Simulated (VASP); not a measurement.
Crystal: Si3N4.

```
Si N
1.0
    -3.24415    3.24415    3.24415
     3.24415   -3.24415    3.24415
     3.24415    3.24415   -3.24415
Si N
6 8
Direct
  0.37500 0.25000 0.62500
  0.62500 0.37500 0.25000
  0.87500 0.12500 0.75000
  0.25000 0.62500 0.37500
  0.75000 0.87500 0.12500
  0.12500 0.75000 0.87500
  0.50000 0.00000 0.06275
  0.56275 0.50000 0.00000
  0.93725 0.93725 0.93725
  0.00000 0.56275 0.50000
  0.43725 0.43725 0.43725
  0.00000 0.06275 0.50000
  0.50000 0.00000 0.56275
  0.06275 0.50000 0.00000
```

| Item | Value |
| --- | --- |
| Program | VASP 6.6.1 |
| Task | relaxation of cell and atoms |
| Functional | r2SCAN |
| Potentials or basis | VASP PAW PBE potentials, release 64 (Si, N) |
| Cutoff | 600 eV |
| k mesh | 4 × 4 × 4 |
| Occupations | gaussian, width 0.1 eV |
| Spin | no spin polarisation |

At the start: pressure -5.8 GPa; volume 9.76 Å³/atom.

Question: Where does the relaxation end?

Answer: Over 3 steps the energy falls by 3.7 meV/atom and the volume is 9.55 Å³/atom (-2.1 %); space group I-43d (No. 220, to 0.1 Å) before and after.

The path:
```tsv
step	energy change (eV)	largest force (eV/Å)	pressure (GPa)	volume (Å³)
1	0.0000	0.0459	-5.76	136.57
2	0.0597	0.1004	9.16	129.75
3	-0.0520	0.0111	-0.07	133.76
```

Final structure:
```
Si N
1.0
    -3.22173    3.22173    3.22173
     3.22173   -3.22173    3.22173
     3.22173    3.22173   -3.22173
Si N
6 8
Direct
  0.37500 0.25000 0.62500
  0.62500 0.37500 0.25000
  0.87500 0.12500 0.75000
  0.25000 0.62500 0.37500
  0.75000 0.87500 0.12500
  0.12500 0.75000 0.87500
  0.50000 0.00000 0.06291
  0.56291 0.50000 0.00000
  0.93709 0.93709 0.93709
  0.00000 0.56291 0.50000
  0.43709 0.43709 0.43709
  0.00000 0.06291 0.50000
  0.50000 0.00000 0.56291
  0.06291 0.50000 0.00000
```

Caveat: the PAW data sets were made with another functional, which shifts forces and pressure a little.
